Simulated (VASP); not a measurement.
# BN (P6_3/mmc) in VASP: dielectric tensor with r2SCAN

Aim: the dielectric tensor of BN with r2SCAN.

All numbers are computed with VASP 6.6.1; they aren't measurements. Logs are shortened: lines on timing, memory, paths and dates and some standing lists are left out, and cuts for length are marked.

## 1. The cell of the first run

It takes space group P6_3/mmc (No. 194, hexagonal). The conventional cell has a = 2.491 Å, b = 2.491 Å, c = 4.001 Å, α = 90.00°, β = 90.00°, γ = 120.00°. B (site symmetry -3m) has 6 N at 1.75 Å and 2 B at 2.00 Å within 2.3 Å. Within 2.3 Å of N (site symmetry -6m2) lie 6 B at 1.75 Å.

## 2. Dielectric tensor, r2SCAN

The input, INCAR:

```
SYSTEM = BN
PREC = Accurate ; ENCUT = 520
EDIFF = 1E-8 ; ISMEAR = 0
SIGMA = 0.01 ; LREAL = .False.
LASPH = .True. ; NELM = 80
ALGO = Normal ; ISIF = 2
LWAVE = .False. ; LCHARG = .False.
METAGGA = R2SCAN ; LMIXTAU = .True.
LCALCEPS = .True.
```

The input, KPOINTS:

```
regular mesh
0
Gamma
  9 9 6
  0 0 0
```

The input, POSCAR:

```
BN
1.0
    2.4913353523      0.0000000000      0.0000000000
   -1.2456676762      2.1575597044      0.0000000000
    0.0000000000      0.0000000000      4.0010591823
B N
2 2
Direct
    0.0000000000      0.0000000000      0.0000000000
    0.0000000000      0.0000000000      0.5000000000
    0.3333333333      0.6666666667      0.2500000000
    0.6666666667      0.3333333333      0.7500000000
```

Potentials or basis: VASP PAW PBE potentials, release 64 (B, N).

The run is started by

```
cat potpaw_PBE.64/B/POTCAR potpaw_PBE.64/N/POTCAR > POTCAR
mpirun -np 1 vasp_std > vasp.out
```

OUTCAR:

```text
SYSTEM = BN
   PREC = Accurate
   ENCUT = 520
   EDIFF = 1E-8
   ISMEAR = 0
   LREAL = .False.
   LASPH = .True.
   NELM = 80
   ISIF = 2
   METAGGA = R2SCAN

 ion  position               nearest neighbor table
   1  0.000  0.000  0.000-   3 1.75   4 1.75   3 1.75   4 1.75   4 1.75   3 1.75   2 2.00   2 2.00

   2  0.000  0.000  0.500-   3 1.75   4 1.75   3 1.75   4 1.75   4 1.75   3 1.75   1 2.00   1 2.00

   3  0.333  0.667  0.250-   1 1.75   2 1.75   1 1.75   2 1.75   1 1.75   2 1.75
   4  0.667  0.333  0.750-   1 1.75   2 1.75   1 1.75   2 1.75   1 1.75   2 1.75

  LATTYP: Found a hexagonal cell.
 ALAT       =     2.4913353523
 C/A-ratio  =     1.6059898073

  Lattice vectors:

 A1 = (   2.4913353523,   0.0000000000,   0.0000000000)
 A2 = (  -1.2456676762,   2.1575597044,   0.0000000000)
 A3 = (   0.0000000000,   0.0000000000,   4.0010591823)

Analysis of symmetry for initial positions (statically):
=====================================================================
 Subroutine PRICEL returns:
 Original cell was already a primitive cell.

 Routine SETGRP: Setting up the symmetry group for a
 hexagonal supercell.

 Subroutine GETGRP returns: Found 24 space group operations
 (whereof 12 operations were pure point group operations)
 out of a pool of 24 trial point group operations.

The static configuration has the point symmetry D_3d.
 The point group associated with its full space group is D_6h.

Analysis of symmetry for dynamics (positions and initial velocities):
=====================================================================
 Subroutine PRICEL returns:
 Original cell was already a primitive cell.

 Routine SETGRP: Setting up the symmetry group for a
 hexagonal supercell.

 Subroutine GETGRP returns: Found 24 space group operations
 (whereof 12 operations were pure point group operations)
 out of a pool of 24 trial point group operations.

The dynamic configuration has the point symmetry D_3d.
 The point group associated with its full space group is D_6h.

 Subroutine INISYM returns: Found 24 space group operations
 (whereof 12 operations are pure point group operations),
 and found     1 'primitive' translations

----------------------------------------------------------------------------------------

                                     Primitive cell

  volume of cell :      21.5065

  direct lattice vectors                    reciprocal lattice vectors
     2.491335352  0.000000000  0.000000000     0.401391165  0.231743297  0.000000000
    -1.245667676  2.157559704  0.000000000     0.000000000  0.463486595  0.000000000
     0.000000000  0.000000000  4.001059182     0.000000000  0.000000000  0.249933819

  length of vectors
     2.491335352  2.491335352  4.001059182     0.463486595  0.463486595  0.249933819

  position of ions in fractional coordinates (direct lattice)
     0.000000000  0.000000000  0.000000000
     0.000000000  0.000000000  0.500000000
     0.333333333  0.666666667  0.250000000
     0.666666667  0.333333333  0.750000000

  ion indices of the primitive-cell ions
   primitive index   ion index
                 1           1
                 2           2
                 3           3
                 4           4

----------------------------------------------------------------------------------------

 KPOINTS: regular mesh

Automatic generation of k-mesh.
 Grid dimensions read from file:
 generate k-points for:    9    9    6

 Generating k-lattice:

  Cartesian coordinates                     Fractional coordinates (reciprocal lattice)
     0.044599018  0.025749255  0.000000000     0.111111111  0.000000000  0.000000000
     0.000000000  0.051498511  0.000000000     0.000000000  0.111111111  0.000000000
     0.000000000  0.000000000  0.041655636     0.000000000  0.000000000  0.166666667

  Length of vectors
     0.051498511  0.051498511  0.041655636

  Shift w.r.t. Gamma in fractional coordinates (k-lattice)
[... 57 lines left out ...]
   NFREE  =      0    steps in history (QN), initial steepest desc. (CG)
   ISIF   =      2    stress and relaxation
   ISYM   =      2    0-nonsym 1-usesym 2-fastsym
   POTIM  = 0.5000    time-step for ionic-motion
   TEBEG  =    0.0;   TEEND  =   0.0 temperature during run
   PSTRESS=    0.0 pullay stress
   NELECT =      16.0000    total number of electrons
   NUPDOWN=      -1.0000    fix difference up-down
   EMIN   =  10.00;   EMAX   =-10.00  energy-range for DOS
   EFERMI =   0.00;   METHOD = LEGACY
   ISMEAR =     0;   SIGMA  =   0.01  broadening in eV -4-tet -1-fermi 0-gaus
   EFERMI_NEDOS =   21; number of points for ismear=-14 and -15
   IALGO  =     38    algorithm
   IMIX   =      4    mixing-type and parameters
     AMIX     =   0.40;   BMIX     =  1.00
     AMIX_MAG =   1.60;   BMIX_MAG =  1.00
  volume/ion in A,a.u.               =       5.38        36.28
  Fermi-wavevector in a.u.,A,eV,Ry     =   1.483400  2.803219 29.939272  2.200474
  Thomas-Fermi vector in A             =   2.597066
   LORBIT       =      0    0 simple, 1 ext, 2 COOP (PROOUT), +10 PAW based schemes
   METAGGA = R2SCAN    functional components
   LHFCALC =     F    Hartree Fock is set to
   AEXX    =    0.0000 exact exchange contribution
   IVDW    =     0    specifies the selected vdW correction
   LEPSILON=     F    determine dielectric tensor
   LRPA    =     F    only Hartree local field effects (RPA)
   LRPA       =     F
 non-spin polarized calculation
 Gauss-broadening in eV      SIGMA  =   0.01
  energy-cutoff  :      520.00
  volume of cell :       21.51
 maximum number of plane-waves:       590
 NGX is ok and might be reduce to    20
   NGX =  9   NGY =  9   NGZ = 15

 Total electronic dipole moment: p[elc]=(     0.00792    -0.00000    -0.00000 ) |e| Angst

 Total electronic dipole moment: p[elc]=(     0.00000    -0.00000     0.00000 ) |e| Angst

 number of electron      15.9999997 magnetization

 Free energy of the ion-electron system (eV)
  ---------------------------------------------------
  ext. energy  EPLUGINS =         0.00000000
  ---------------------------------------------------
  free energy    TOTEN  =       -30.83708586 eV

  energy without entropy =      -30.83708586  energy(sigma->0) =      -30.83708586

 E-fermi :  10.0867     XC(G=0): -14.6234

 val. band max:       10.0104789455   @ k =   0.2222   0.0000   0.0000
 cond. band min:   10000.0000000000   @ k =   0.0000   0.0000   0.0000
 fundamental gap:   9989.9895210545
 Fermi energy:        10.0866650498

 k-point     1 :       0.0000    0.0000    0.0000
  band No.  band energies     occupation
      1     -13.4314      2.00000
      2      -8.1331      2.00000
      3      -2.6670      2.00000
      4       8.5956      2.00000
      5       8.5956      2.00000
      6       9.3278      2.00000
      7       9.3278      2.00000
      8       9.8932      2.00000
      9   10000.0000      0.00000
     10   10000.0000      0.00000
     11   10000.0000      0.00000
     12   10000.0000      0.00000
[... 331 lines left out ...]
 k-point    24 :       0.3333    0.3333    0.1667
  band No.  band energies     occupation
      1      -6.3431      2.00000
      2      -6.3431      2.00000
      3      -2.2070      2.00000
      4       0.5784      2.00000
      5       1.6421      2.00000
      6       1.6421      2.00000
      7       5.8934      2.00000
      8       5.8934      2.00000
      9   10000.0000      0.00000
     10   10000.0000      0.00000
     11   10000.0000      0.00000
     12   10000.0000      0.00000

 [... further k-points ...]

------------------------ aborting loop because EDIFF is reached ----------------------------------------

            Ionic dipole moment: p[ion]=(     0.00000     0.00000    -6.00159 ) |e| Angst

 Total electronic dipole moment: p[elc]=(     0.00000     0.00000     0.00901 ) |e| Angst

 MACROSCOPIC STATIC DIELECTRIC TENSOR (including local field effects)
 ------------------------------------------------------
           7.662797    -0.000000     0.000000
          -0.000000     7.662797     0.000000
           0.000000    -0.000000     8.579812
 ------------------------------------------------------

 PIEZOELECTRIC TENSOR (including local field effects) (e Angst)
          XX          YY          ZZ          XY          YZ          ZX
  --------------------------------------------------------------------------------
  x     0.00000     0.00000     0.00000     0.00000     0.00000     0.00000
  y     0.00000     0.00000     0.00000     0.00000     0.00000     0.00000
  z     0.00000     0.00000     0.00000     0.00000     0.00000     0.00000

 PIEZOELECTRIC TENSOR (including local field effects) (C/m^2)
          XX          YY          ZZ          XY          YZ          ZX
  --------------------------------------------------------------------------------
  x     0.00000     0.00000     0.00000     0.00000     0.00000     0.00000
  y     0.00000     0.00000     0.00000     0.00000     0.00000     0.00000
  z     0.00000     0.00000     0.00000     0.00000     0.00000     0.00000

 BORN EFFECTIVE CHARGES (including local field effects) (in |e|, cummulative output)
 ---------------------------------------------------------------------------------
 ion    1
    1     3.41830    -0.00000    -0.00000
    2    -0.00000     3.41830     0.00000
    3    -0.00000    -0.00000     3.99045
 ion    2
    1     3.41830    -0.00000     0.00000
    2    -0.00000     3.41830     0.00000
    3     0.00000     0.00000     3.99045
 ion    3
    1    -3.41830     0.00000     0.00000
    2     0.00000    -3.41830     0.00000
    3     0.00000     0.00000    -3.99045
 ion    4
    1    -3.41830     0.00000     0.00000
    2     0.00000    -3.41830     0.00000
    3     0.00000     0.00000    -3.99045

  FORCE on cell =-STRESS in cart. coord.  units (eV):
  Direction    XX          YY          ZZ          XY          YZ          ZX
  --------------------------------------------------------------------------------------
  -------------------------------------------------------------------------------------
  Total        0.0537310      0.0537310      0.0319132     -0.0000000      0.0000000     -0.0000000
  in kB        4.0028120      4.0028120      2.3774456     -0.0000000      0.0000000     -0.0000000
  external PRESSURE =       3.4610232 kB  Pullay stress =       0.0000000 kB

 VOLUME and BASIS-vectors are now :
 -----------------------------------------------------------------------------
  energy-cutoff  :      520.00
  volume of cell :       21.51
      direct lattice vectors                 reciprocal lattice vectors
     2.491335352  0.000000000  0.000000000     0.401391165  0.231743297  0.000000000
    -1.245667676  2.157559704  0.000000000     0.000000000  0.463486595  0.000000000
     0.000000000  0.000000000  4.001059182     0.000000000  0.000000000  0.249933819

 POSITION                                       TOTAL-FORCE (eV/Angst)
 -----------------------------------------------------------------------------------
      0.00000      0.00000      0.00000         0.000000      0.000000      0.000000
      0.00000      0.00000      2.00053         0.000000      0.000000      0.000000
     -0.00000      1.43837      1.00026        -0.000000      0.000000     -0.000000
      1.24567      0.71919      3.00079         0.000000      0.000000     -0.000000
 -----------------------------------------------------------------------------------
    total drift:                                0.000000     -0.000000      0.000000

  FREE ENERGIE OF THE ION-ELECTRON SYSTEM (eV)
  ---------------------------------------------------
  free  energy   TOTEN  =       -30.8370858649 eV

  energy  without entropy=      -30.8370858649  energy(sigma->0) =      -30.83708586
```

It took 26 min on 1 thread of Intel Xeon Platinum 8259CL at 2.50GHz (Skylake/Cascade Lake), shared host; peak memory 0.29 GiB.

What came out:

| Quantity | Value |
| --- | --- |
| Band gap on the k mesh | 1.85 eV (least direct gap 5.67 eV) |
| Electronic dielectric tensor (diagonal) | 7.66, 7.66, 8.58 |
| Born charges (mean of the diagonal) | B +3.61; N -3.61 e |

Electronic dielectric tensor:
```
7.66 0.00 0.00
0.00 7.66 0.00
0.00 0.00 8.58
```

Born effective charge tensors (e):
atom 1, B
```
3.42 0.00 0.00
0.00 3.42 0.00
0.00 0.00 3.99
```
atom 2, B
```
3.42 0.00 0.00
0.00 3.42 0.00
0.00 0.00 3.99
```
atom 3, N
```
-3.42  0.00  0.00
 0.00 -3.42  0.00
 0.00  0.00 -3.99
```
atom 4, N
```
-3.42  0.00  0.00
 0.00 -3.42  0.00
 0.00  0.00 -3.99
```

Dipole moments of the cell (e·Å, modulo the quantum): ionic 0.000, 0.000, -6.002; electronic 0.000, 0.000, 0.009

Caveat: the PAW data sets were made with another functional, which shifts forces and pressure a little.

The gap in the log of VASP goes by the Fermi energy; the results here count the filled bands.